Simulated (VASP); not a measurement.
# BN (R3m) in VASP: single point with PBE+D3(BJ)

Aim: the single point of BN with PBE+D3(BJ).

Program: VASP 6.6.1. These are calculated values, not measurements. Logs are shortened: lines on timing, memory, paths and dates and some standing lists are left out, and cuts for length are marked.

## 1. The cell of the first run

It takes space group R3m (No. 160, trigonal). The conventional cell has a = 2.505 Å, b = 2.505 Å, c = 9.893 Å, α = 90.00°, β = 90.00°, γ = 120.00°. B (site symmetry 3m) has 3 N at 1.45 Å within 1.9 Å. N (site symmetry 3m) has 3 B at 1.45 Å within 1.9 Å.

## 2. Single point, PBE+D3(BJ)

INCAR

```
PREC = Accurate
ENCUT = 520
EDIFF = 1E-7
ISMEAR = 0
SIGMA = 0.02
LREAL = False
LASPH = True
NELM = 100
ALGO = Normal
ISIF = 2
LWAVE = False
LCHARG = True
GGA = PE
IVDW = 12
LELF = True
LVHAR = True
NBANDS = 11
```

KPOINTS

```
regular mesh
0
Gamma
  12 12 12
```

POSCAR

```
BN
1.0
    1.2526955603      0.7232441189      3.2975241167
   -1.2526955603      0.7232441189      3.2975241167
    0.0000000000     -1.4464882379      3.2975241167
B N
1 1
Direct
    0.9996953860      0.9996953860      0.9996953860
    0.3327376140      0.3327376140      0.3327376140
```

Potentials or basis: VASP PAW PBE potentials, release 64 (B, N).

On the command line:

```sh
> cat potpaw_PBE.64/B/POTCAR potpaw_PBE.64/N/POTCAR > POTCAR
> mpirun -np 1 vasp_std > vasp.out
```

OUTCAR:

```text
PREC = Accurate
   ENCUT = 520
   EDIFF = 1E-7
   ISMEAR = 0
   LREAL = False
   LASPH = True
   NELM = 100
   ISIF = 2
   GGA = PE
   IVDW = 12
 IVDW          = 12

 ion  position               nearest neighbor table
   1  1.000  1.000  1.000-   2 1.45   2 1.45   2 1.45
   2  0.333  0.333  0.333-   1 1.45   1 1.45   1 1.45

  LATTYP: Found a trigonal (rhomboedric) cell.
 ALAT       =     3.6008323375
 COS(alpha) =     0.7579443235

  Lattice vectors:

 A1 = (   1.2526955603,   0.7232441189,   3.2975241167)
 A2 = (  -1.2526955603,   0.7232441189,   3.2975241167)
 A3 = (   0.0000000000,  -1.4464882379,   3.2975241167)

Analysis of symmetry for initial positions (statically):
=====================================================================
 Subroutine PRICEL returns:
 Original cell was already a primitive cell.

 Routine SETGRP: Setting up the symmetry group for a
 trigonal (rhombohedral) supercell.

 Subroutine GETGRP returns: Found  6 space group operations
 (whereof  6 operations were pure point group operations)
 out of a pool of 12 trial point group operations.

The static configuration has the point symmetry C_3v.

Analysis of symmetry for dynamics (positions and initial velocities):
=====================================================================
 Subroutine PRICEL returns:
 Original cell was already a primitive cell.

 Routine SETGRP: Setting up the symmetry group for a
 trigonal (rhombohedral) supercell.

 Subroutine GETGRP returns: Found  6 space group operations
 (whereof  6 operations were pure point group operations)
 out of a pool of 12 trial point group operations.

The dynamic configuration has the point symmetry C_3v.

 Subroutine INISYM returns: Found  6 space group operations
 (whereof  6 operations are pure point group operations),
 and found     1 'primitive' translations

----------------------------------------------------------------------------------------

                                     Primitive cell

  volume of cell :      17.9254

  direct lattice vectors                    reciprocal lattice vectors
     1.252695560  0.723244119  3.297524117     0.399139277  0.230443169  0.101085943
    -1.252695560  0.723244119  3.297524117    -0.399139277  0.230443169  0.101085943
     0.000000000 -1.446488238  3.297524117     0.000000000 -0.460886338  0.101085943

  length of vectors
     3.600832337  3.600832337  3.600832337     0.471841694  0.471841694  0.471841694

  position of ions in fractional coordinates (direct lattice)
     0.999695386  0.999695386  0.999695386
[... 88 lines left out ...]
   PSTRESS=    0.0 pullay stress
   NELECT =       8.0000    total number of electrons
   NUPDOWN=      -1.0000    fix difference up-down
   EMIN   =  10.00;   EMAX   =-10.00  energy-range for DOS
   EFERMI =   0.00;   METHOD = LEGACY
   ISMEAR =     0;   SIGMA  =   0.02  broadening in eV -4-tet -1-fermi 0-gaus
   EFERMI_NEDOS =   21; number of points for ismear=-14 and -15
   IALGO  =     38    algorithm
   IMIX   =      4    mixing-type and parameters
     AMIX     =   0.40;   BMIX     =  1.00
     AMIX_MAG =   1.60;   BMIX_MAG =  1.00
  volume/ion in A,a.u.               =       8.96        60.48
  Fermi-wavevector in a.u.,A,eV,Ry     =   1.251070  2.364179 21.295513  1.565176
  Thomas-Fermi vector in A             =   2.385035
   LORBIT       =      0    0 simple, 1 ext, 2 COOP (PROOUT), +10 PAW based schemes
   GGA     = PE    functional components
   LHFCALC =     F    Hartree Fock is set to
   AEXX    =    0.0000 exact exchange contribution
   IVDW    =    12    specifies the selected vdW correction
   LEPSILON=     F    determine dielectric tensor
   LRPA    =     F    only Hartree local field effects (RPA)
 non-spin polarized calculation
 Gauss-broadening in eV      SIGMA  =   0.02
  energy-cutoff  :      520.00
  volume of cell :       17.93
 maximum number of plane-waves:       508
   NGX = 13   NGY = 13   NGZ = 13

 number of electron       8.0000000 magnetization

 Free energy of the ion-electron system (eV)
  ---------------------------------------------------
  ext. energy  EPLUGINS =         0.00000000
  ---------------------------------------------------
  free energy    TOTEN  =       -17.57510002 eV

  energy without entropy =      -17.57510002  energy(sigma->0) =      -17.57510002

 E-fermi :   2.4266     XC(G=0): -10.1213

 val. band max:        2.2910911758   @ k =  -0.3333   0.3333   0.0000
 cond. band min:       6.5248413152   @ k =   0.5000   0.5000   0.0000
 fundamental gap:      4.2337501394
 Fermi energy:         2.4266324350

 k-point     1 :       0.0000    0.0000    0.0000
  band No.  band energies     occupation
      1     -15.4792      2.00000
      2      -1.7311      2.00000
      3       1.0122      2.00000
      4       1.0122      2.00000
      5       7.6031      0.00000
      6      13.9560      0.00000
      7      13.9560      0.00000
      8      15.4387      0.00000
      9      17.0958      0.00000
     10      28.2059      0.00000
     11      30.7593      0.00000
[... 309 lines left out ...]
 k-point    24 :      -0.4167    0.1667    0.0000
  band No.  band energies     occupation
      1     -12.0287      2.00000
      2      -6.2901      2.00000
      3      -3.0979      2.00000
      4       2.0056      2.00000
      5       7.4918      0.00000
      6      13.8225      0.00000
      7      15.9389      0.00000
      8      16.7823      0.00000
      9      20.2523      0.00000
     10      23.2932      0.00000
     11      25.6381      0.00000

 [... further k-points ...]

------------------------ aborting loop because EDIFF is reached ----------------------------------------

 Edisp (eV)   -0.28447

 E8    (eV) :    -0.0834

  FORCE on cell =-STRESS in cart. coord.  units (eV):
  Direction    XX          YY          ZZ          XY          YZ          ZX
  --------------------------------------------------------------------------------------
  -------------------------------------------------------------------------------------
  Total       0.05506     0.05506    -0.01938     0.00000     0.00000     0.00000
  in kB       4.92142     4.92142    -1.73197     0.00000     0.00000     0.00000
  external pressure =        2.70 kB  Pullay stress =        0.00 kB

 VOLUME and BASIS-vectors are now :
 -----------------------------------------------------------------------------
  energy-cutoff  :      520.00
  volume of cell :       17.93
      direct lattice vectors                 reciprocal lattice vectors
     1.252695560  0.723244119  3.297524117     0.399139277  0.230443169  0.101085943
    -1.252695560  0.723244119  3.297524117    -0.399139277  0.230443169  0.101085943
     0.000000000 -1.446488238  3.297524117     0.000000000 -0.460886338  0.101085943

 POSITION                                       TOTAL-FORCE (eV/Angst)
 -----------------------------------------------------------------------------------
      0.00000     -0.00000      9.88956         0.000000     -0.000000      0.000243
      0.00000     -0.00000      3.29163         0.000000      0.000000     -0.000243
 -----------------------------------------------------------------------------------
    total drift:                               -0.000000     -0.000000     -0.000035

  FREE ENERGIE OF THE ION-ELECTRON SYSTEM (eV)
  ---------------------------------------------------
  free  energy   TOTEN  =       -17.8595681883 eV

  energy  without entropy=      -17.8595681883  energy(sigma->0) =      -17.85956819
```

Wall time 28 s (1 thread of Intel Xeon 6975P-C (Granite Rapids), shared host); peak memory 0.18 GiB.

Results:

- Free energy: -17.8596 eV
- Pressure: 0.3 GPa
- Band gap on the k mesh: 4.23 eV, indirect (least direct gap 4.69 eV)
- Dispersion energy per atom: -0.142 eV

Stress tensor (GPa, compression positive):
```
 0.49  0.00  0.00
 0.00  0.49  0.00
 0.00  0.00 -0.17
```
